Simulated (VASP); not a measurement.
# Cu (Fm-3m) in VASP: further runs

Runs on Cu. Level: PBE. Tasks: single point, relaxation of cell and atoms.

Program: VASP 6.6.1. These are calculated values, not measurements. Logs are shortened: lines on timing, memory, paths and dates and some standing lists are left out, and cuts for length are marked.

### Step 1. The cell of the first run

The structure is cubic, space group Fm-3m (No. 225). Conventional cell: a = 3.630 Å, b = 3.630 Å, c = 3.630 Å, α = 90.00°, β = 90.00°, γ = 90.00°. Within 3.4 Å of Cu (site symmetry m-3m) lie 12 Cu at 2.57 Å.

### Step 2. Single point, PBE

INCAR reads:

```
SYSTEM = Cu
PREC     = Accurate       ! precision mode
ENCUT    = 520            ! plane-wave cutoff, eV
EDIFF    = 1E-7           ! SCF threshold, eV
ISMEAR   = -1             ! smearing method
SIGMA    = 0.05           ! smearing width, eV
LREAL    = .FALSE.        ! projectors in reciprocal space
LASPH    = .TRUE.         ! aspherical terms in the spheres
NELM     = 60             ! most SCF steps
ALGO     = Normal         ! electronic algorithm
ISIF     = 2              ! what is computed and relaxed
LWAVE    = .FALSE.        ! write WAVECAR
LCHARG   = .TRUE.         ! write CHGCAR
GGA      = PE             ! functional
LELF     = .TRUE.         ! ELF
LVHAR    = .TRUE.       
NBANDS   = 12             ! bands
```

KPOINTS reads:

```
Automatic mesh
0
G
  20 20 20
  0 0 0
```

POSCAR reads:

```
Cu
1.0
    0.0000000000      1.8147567956      1.8147567956
    1.8147567956      0.0000000000      1.8147567956
    1.8147567956      1.8147567956      0.0000000000
Cu
1
Direct
    0.0000000000      0.0000000000      0.0000000000
```

Potentials or basis: VASP PAW PBE potentials, release 64 (Cu).

Launch:

```bash
$ cat potpaw_PBE.64/Cu/POTCAR > POTCAR
$ mpirun -np 1 vasp_std > vasp.out
```

OUTCAR:

```text
SYSTEM = Cu
   PREC = Accurate
   ENCUT = 520
   EDIFF = 1E-7
   ISMEAR = -1
   LREAL = .FALSE.
   LASPH = .TRUE.
   NELM = 60
   ISIF = 2
   GGA = PE

 ion  position               nearest neighbor table
   1  0.000  0.000  0.000-

  LATTYP: Found a face centered cubic cell.
 ALAT       =     3.6295135912

  Lattice vectors:

 A1 = (   0.0000000000,   1.8147567956,   1.8147567956)
 A2 = (   1.8147567956,   0.0000000000,   1.8147567956)
 A3 = (   1.8147567956,   1.8147567956,   0.0000000000)

Analysis of symmetry for initial positions (statically):
=====================================================================
 Subroutine PRICEL returns:
 Original cell was already a primitive cell.

 Routine SETGRP: Setting up the symmetry group for a
 face centered cubic supercell.

 Subroutine GETGRP returns: Found 48 space group operations
 (whereof 48 operations were pure point group operations)
 out of a pool of 48 trial point group operations.

The static configuration has the point symmetry O_h .

Analysis of symmetry for dynamics (positions and initial velocities):
=====================================================================
 Subroutine PRICEL returns:
 Original cell was already a primitive cell.

 Routine SETGRP: Setting up the symmetry group for a
 face centered cubic supercell.

 Subroutine GETGRP returns: Found 48 space group operations
 (whereof 48 operations were pure point group operations)
 out of a pool of 48 trial point group operations.

The dynamic configuration has the point symmetry O_h .

 Subroutine INISYM returns: Found 48 space group operations
 (whereof 48 operations are pure point group operations),
 and found     1 'primitive' translations

----------------------------------------------------------------------------------------

                                     Primitive cell

  volume of cell :      11.9532

  direct lattice vectors                    reciprocal lattice vectors
     0.000000000  1.814756796  1.814756796    -0.275519012  0.275519012  0.275519012
     1.814756796  0.000000000  1.814756796     0.275519012 -0.275519012  0.275519012
     1.814756796  1.814756796  0.000000000     0.275519012  0.275519012 -0.275519012

  length of vectors
     2.566453673  2.566453673  2.566453673     0.477212928  0.477212928  0.477212928

  position of ions in fractional coordinates (direct lattice)
     0.000000000  0.000000000  0.000000000

  ion indices of the primitive-cell ions
   primitive index   ion index
                 1           1

----------------------------------------------------------------------------------------

 KPOINTS: Automatic mesh

Automatic generation of k-mesh.
 Grid dimensions read from file:
 generate k-points for:   20   20   20

 Generating k-lattice:

  Cartesian coordinates                     Fractional coordinates (reciprocal lattice)
    -0.013775951  0.013775951  0.013775951     0.050000000  0.000000000  0.000000000
     0.013775951 -0.013775951  0.013775951     0.000000000  0.050000000  0.000000000
     0.013775951  0.013775951 -0.013775951     0.000000000  0.000000000  0.050000000

  Length of vectors
     0.023860646  0.023860646  0.023860646

  Shift w.r.t. Gamma in fractional coordinates (k-lattice)
     0.000000000  0.000000000  0.000000000

 Subroutine IBZKPT returns following result:
 ===========================================

 Found    256 irreducible k-points:

 Following reciprocal coordinates:
            Coordinates               Weight
  0.000000  0.000000  0.000000      1.000000
  0.050000  0.000000  0.000000      8.000000
  0.100000  0.000000  0.000000      8.000000
  0.150000  0.000000  0.000000      8.000000
  0.200000  0.000000  0.000000      8.000000
  0.250000  0.000000  0.000000      8.000000
[... 16 lines left out ...]
 -0.400000  0.050000  0.000000     24.000000
 -0.350000  0.050000  0.000000     24.000000
 [... further k-points ...]
   k-points           NKPTS =    256   k-points in BZ     NKDIM =    256   number of bands    NBANDS=     12
   number of dos      NEDOS =    301   number of ions     NIONS =      1
   total plane-waves  NPLWV =   8000
   dimension x,y,z NGX =    20 NGY =   20 NGZ =   20
   dimension x,y,z NGXF=    40 NGYF=   40 NGZF=   40
   ions per type =               1
   NGX,Y,Z   is equivalent  to a cutoff of  12.96, 12.96, 12.96 a.u.
   NGXF,Y,Z  is equivalent  to a cutoff of  25.91, 25.91, 25.91 a.u.
 SYSTEM =  Cu
   PREC   = accura    normal or accurate (medium, high low for compatibility)
   ISTART =      0    job   : 0-new  1-cont  2-samecut
   ICHARG =      2    charge: 1-file 2-atom 10-const
   ISPIN  =      1    spin polarized calculation?
   LNONCOLLINEAR =      F non collinear calculations
   LSORBIT =      F    spin-orbit coupling
   LASPH  =      T    aspherical Exc in radial PAW
   ENCUT  =  520.0 eV  38.22 Ry    6.18 a.u.   4.77  4.77  4.77*2*pi/ulx,y,z
   NELM   =     60;   NELMIN=  2; NELMDL= -5     # of ELM steps
   EDIFF  = 0.1E-06   stopping-criterion for ELM
   LREAL  =      F    real-space projection
   EDIFFG = 0.1E-05   stopping-criterion for IOM
   NSW    =      0    number of steps for IOM
   IBRION =     -1    ionic relax: 0-MD 1-quasi-New 2-CG
   NFREE  =      0    steps in history (QN), initial steepest desc. (CG)
   ISIF   =      2    stress and relaxation
   ISYM   =      2    0-nonsym 1-usesym 2-fastsym
   POTIM  = 0.5000    time-step for ionic-motion
   TEBEG  =    0.0;   TEEND  =   0.0 temperature during run
   PSTRESS=    0.0 pullay stress
   NELECT =      11.0000    total number of electrons
   NUPDOWN=      -1.0000    fix difference up-down
   EMIN   =  10.00;   EMAX   =-10.00  energy-range for DOS
   EFERMI =   0.00;   METHOD = LEGACY
   ISMEAR =    -1;   SIGMA  =   0.05  broadening in eV -4-tet -1-fermi 0-gaus
   EFERMI_NEDOS =   21; number of points for ismear=-14 and -15
   IALGO  =     38    algorithm
   IMIX   =      4    mixing-type and parameters
     AMIX     =   0.40;   BMIX     =  1.00
     AMIX_MAG =   1.60;   BMIX_MAG =  1.00
  volume/ion in A,a.u.               =      11.95        80.66
  Fermi-wavevector in a.u.,A,eV,Ry     =   1.592370  3.009143 34.499503  2.535642
  Thomas-Fermi vector in A             =   2.690766
   LORBIT       =      0    0 simple, 1 ext, 2 COOP (PROOUT), +10 PAW based schemes
   GGA     = PE    functional components
   LHFCALC =     F    Hartree Fock is set to
   AEXX    =    0.0000 exact exchange contribution
   IVDW    =     0    specifies the selected vdW correction
   LEPSILON=     F    determine dielectric tensor
   LRPA    =     F    only Hartree local field effects (RPA)
 non-spin polarized calculation
  energy-cutoff  :      520.00
  volume of cell :       11.95
 maximum number of plane-waves:       332
   NGX =  9   NGY =  9   NGZ =  9

 number of electron      10.9999997 magnetization

 Free energy of the ion-electron system (eV)
  ---------------------------------------------------
  ext. energy  EPLUGINS =         0.00000000
  ---------------------------------------------------
  free energy    TOTEN  =        -3.72984904 eV

  energy without entropy =       -3.72756080  energy(sigma->0) =       -3.72870492

 E-fermi :   7.4147     XC(G=0): -12.6560

 val. band max:        7.3920724308   @ k =   0.5000   0.2500   0.1000
 cond. band min:       7.4578506579   @ k =   0.5000   0.3500   0.1500
 fundamental gap:      0.0657782271
 Fermi energy:         7.4146747781

 k-point     1 :       0.0000    0.0000    0.0000
  band No.  band energies     occupation
      1      -1.8225      2.00000
      2       4.4484      2.00000
      3       4.4484      2.00000
      4       4.4484      2.00000
      5       5.2552      2.00000
      6       5.2552      2.00000
      7      29.9352      0.00000
      8      32.4864      0.00000
      9      32.4864      0.00000
     10      32.4864      0.00000
     11      34.9694      0.00000
     12      34.9694      0.00000

 k-point     2 :       0.0500    0.0000    0.0000
  band No.  band energies     occupation
      1      -1.7321      2.00000
      2       4.4293      2.00000
      3       4.4655      2.00000
      4       4.4655      2.00000
      5       5.2483      2.00000
      6       5.2483      2.00000
      7      29.4280      0.00000
      8      31.2750      0.00000
      9      32.1811      0.00000
     10      32.1811      0.00000
     11      35.4046      0.00000
     12      35.4046      0.00000

 k-point     3 :       0.1000    0.0000    0.0000
  band No.  band energies     occupation
      1      -1.4633      2.00000
      2       4.3764      2.00000
      3       4.5114      2.00000
      4       4.5114      2.00000
      5       5.2330      2.00000
      6       5.2330      2.00000
      7      27.3825      0.00000
      8      30.6519      0.00000
      9      31.5901      0.00000
     10      31.5901      0.00000
     11      36.3556      0.00000
     12      36.3556      0.00000

 k-point     4 :       0.1500    0.0000    0.0000
  band No.  band energies     occupation
      1      -1.0239      2.00000
      2       4.3029      2.00000
      3       4.5680      2.00000
      4       4.5680      2.00000
      5       5.2260      2.00000
      6       5.2260      2.00000
      7      24.8210      0.00000
      8      30.4241      0.00000
      9      30.9991      0.00000
     10      30.9991      0.00000
     11      36.8379      0.00000
     12      37.2839      0.00000

 k-point     5 :       0.2000    0.0000    0.0000
  band No.  band energies     occupation
      1      -0.4306      2.00000
      2       4.2318      2.00000
      3       4.6056      2.00000
      4       4.6056      2.00000
      5       5.2545      2.00000
      6       5.2545      2.00000
      7      22.2566      0.00000
      8      30.1557      0.00000
      9      30.4874      0.00000
     10      30.4874      0.00000
     11      36.8029      0.00000
     12      36.9029      0.00000
[... 228 lines left out ...]
      1       2.4727      2.00000
      2       4.3856      2.00000
      3       4.4461      2.00000
      4       5.4803      2.00000
      5       5.8150      2.00000
      6       6.8182      1.99999
      7      11.2382      0.00000
      8      27.6605      0.00000
      9      28.5775      0.00000
     10      28.7986      0.00000
     11      33.1834      0.00000
     12      33.4096      0.00000

 k-point    22 :      -0.4500    0.0500    0.0000
  band No.  band energies     occupation
      1       2.4560      2.00000
      2       4.3934      2.00000
      3       4.4466      2.00000
      4       5.4635      2.00000
      5       5.7789      2.00000
      6       6.6914      2.00000
      7      11.4737      0.00000
      8      27.3608      0.00000
      9      28.8369      0.00000
     10      29.0625      0.00000
     11      32.8140      0.00000
     12      33.6514      0.00000

 k-point    23 :      -0.4000    0.0500    0.0000
  band No.  band energies     occupation
      1       2.3160      2.00000
      2       4.4249      2.00000
      3       4.4702      2.00000
      4       5.1685      2.00000
      5       5.6917      2.00000
      6       6.1587      2.00000
      7      12.8066      0.00000
      8      27.1593      0.00000
      9      29.0847      0.00000
     10      29.6925      0.00000
     11      32.6447      0.00000
     12      34.0144      0.00000

 k-point    24 :      -0.3500    0.0500    0.0000
  band No.  band energies     occupation
      1       1.9668      2.00000
      2       4.4744      2.00000
      3       4.5135      2.00000
      4       4.6495      2.00000
      5       5.5652      2.00000
      6       5.8440      2.00000
      7      14.6480      0.00000
      8      27.0927      0.00000
      9      29.4897      0.00000
     10      30.4004      0.00000
     11      32.7314      0.00000
     12      34.4528      0.00000

 [... further k-points ...]

------------------------ aborting loop because EDIFF is reached ----------------------------------------

  FORCE on cell =-STRESS in cart. coord.  units (eV):
  Direction    XX          YY          ZZ          XY          YZ          ZX
  --------------------------------------------------------------------------------------
  -------------------------------------------------------------------------------------
  Total        0.0424034      0.0424034      0.0424034     -0.0000000      0.0000000      0.0000000
  in kB        5.6836329      5.6836329      5.6836329     -0.0000000      0.0000000      0.0000000
  external PRESSURE =       5.6836329 kB  Pullay stress =       0.0000000 kB

 VOLUME and BASIS-vectors are now :
 -----------------------------------------------------------------------------
  energy-cutoff  :      520.00
  volume of cell :       11.95
      direct lattice vectors                 reciprocal lattice vectors
     0.000000000  1.814756796  1.814756796    -0.275519012  0.275519012  0.275519012
     1.814756796  0.000000000  1.814756796     0.275519012 -0.275519012  0.275519012
     1.814756796  1.814756796  0.000000000     0.275519012  0.275519012 -0.275519012

 POSITION                                       TOTAL-FORCE (eV/Angst)
 -----------------------------------------------------------------------------------
      0.00000      0.00000      0.00000        -0.000000     -0.000000      0.000000
 -----------------------------------------------------------------------------------
    total drift:                                0.000000      0.000000      0.000000

  FREE ENERGIE OF THE ION-ELECTRON SYSTEM (eV)
  ---------------------------------------------------
  free  energy   TOTEN  =        -3.7298490438 eV

  energy  without entropy=       -3.7275607964  energy(sigma->0) =       -3.72870492
```

It took 23 s on 1 thread of Intel Xeon Platinum 8488C (Sapphire Rapids), shared host; peak memory 0.15 GiB.

Results:

```
Free energy            : -3.7298 eV
Pressure               : 0.6 GPa
Band gap on the k mesh : zero (an odd number of electrons rules out a gap without spin polarisation)
```

Levels at points of the mesh, in eV from the Fermi level:
```csv
k point,band 4,band 5,band 6,band 7,band 8,band 9
"(0.00, 0.00, 0.00)",-2.97,-2.16,-2.16,22.52,25.07,25.07
"(0.50, 0.00, 0.00)",-1.60,-1.60,-0.94,3.72,21.02,21.91
"(0.50, 0.50, 0.00)",-1.46,-1.46,1.53,7.05,13.01,13.01
```

### Step 3. Relaxation of cell and atoms, PBE

INCAR reads:

```
PREC = Accurate ; ENCUT = 600
EDIFF = 1E-6 ; ISMEAR = -1
SIGMA = 0.05 ; LREAL = False
LASPH = True ; NELM = 100
ALGO = Normal ; ISIF = 3
LWAVE = False ; LCHARG = False
GGA = PE ; IBRION = 2
NSW = 60 ; EDIFFG = -0.005
```

KPOINTS reads:

```
Automatic mesh
0
Gamma
  20 20 20
```

POSCAR reads:

```
Cu
1.0
    0.0000000000      1.8145933008      1.8145933008
    1.8145933008      0.0000000000      1.8145933008
    1.8145933008      1.8145933008      0.0000000000
Cu
1
Direct
    0.0000000000      0.0000000000      0.0000000000
```

Potentials or basis: VASP PAW PBE potentials, release 64 (Cu).

Launch:

```bash
$ cat potpaw_PBE.64/Cu/POTCAR > POTCAR
$ mpirun -np 1 vasp_std > vasp.out
```

Run time: 33 s. Hardware: 1 thread of Intel Xeon Platinum 8488C (Sapphire Rapids), shared host; peak memory 0.17 GiB.

It converged, with:

* Free energy: -3.7300 eV
* Relaxed volume: 12.00 Å³/atom
* Relaxed cell: a = 2.570 Å, b = 2.570 Å, c = 2.570 Å, α = 60.00°, β = 60.00°, γ = 60.00°
* Space group after relaxing (to 0.1 Å): Fm-3m (No. 225)
* Energy gained by relaxing: 0.1 meV/atom
* Ionic steps: 3
* Pressure after relaxing: 0.0 GPa
* Band gap on the k mesh: zero (an odd number of electrons rules out a gap without spin polarisation)

The path:
```
step  energy change (eV)  largest force (eV/Å)  pressure (GPa)  volume (Å³)
   1              0.0000                0.0000            0.73        11.95
   2             -0.0001                0.0000           -0.32        12.04
   3             -0.0001                0.0000            0.04        12.00
```

Final structure:
```
Cu
1.0
     0.00000    1.81727    1.81727
     1.81727    0.00000    1.81727
     1.81727    1.81727    0.00000
Cu
1
Direct
  0.00000 0.00000 0.00000
```

Levels at points of the mesh, in eV from the Fermi level:
```tsv
k point	band 4	band 5	band 6	band 7	band 8	band 9
(0.00, 0.00, 0.00)	-2.95	-2.15	-2.15	22.49	25.01	25.01
(0.50, 0.00, 0.00)	-1.60	-1.60	-0.93	3.70	20.99	21.84
(0.50, 0.50, 0.00)	-1.46	-1.46	1.53	7.02	12.98	12.98
```
